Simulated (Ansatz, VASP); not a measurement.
Se: VASP beside Ansatz

```
CELL_PARAMETERS angstrom
3.71638 0.00000 0.00000
-1.85819 3.21848 0.00000
0.00000 0.00000 3.85948
ATOMIC_POSITIONS crystal
Se 0.33333 0.66667 0.25000
Se 0.66667 0.33333 0.75000
```

Alike in both runs: functional RPBE; k mesh 12 × 12 × 6; occupations fermi-dirac, width 0.1 eV; no spin polarisation.

Ansatz relaxed the structure, and its values are those at the end. VASP's run is a single point on that final structure, the one shown.

|  | VASP | Ansatz |
| --- | --- | --- |
| version | VASP 6.6.1 | Ansatz 0.2.0 |
| potentials or method | VASP PAW PBE potentials, release 64 (Se), cutoff 520 eV | plane waves (420 eV) with PAW, scalar-relativistic |
| valence electrons in the cell | 12 | 32 |

```csv
,VASP,Ansatz,Ansatz less VASP
pressure (GPa),0.0,0.0,+0.02
```

VASP's potentials were made for PBE, not for RPBE. With one functional, cell and mesh, what is left measures potentials, basis and numerics. VASP's potentials hold 12 valence electrons a cell and Ansatz's 32, so a difference there can come from the potentials and not from the codes.
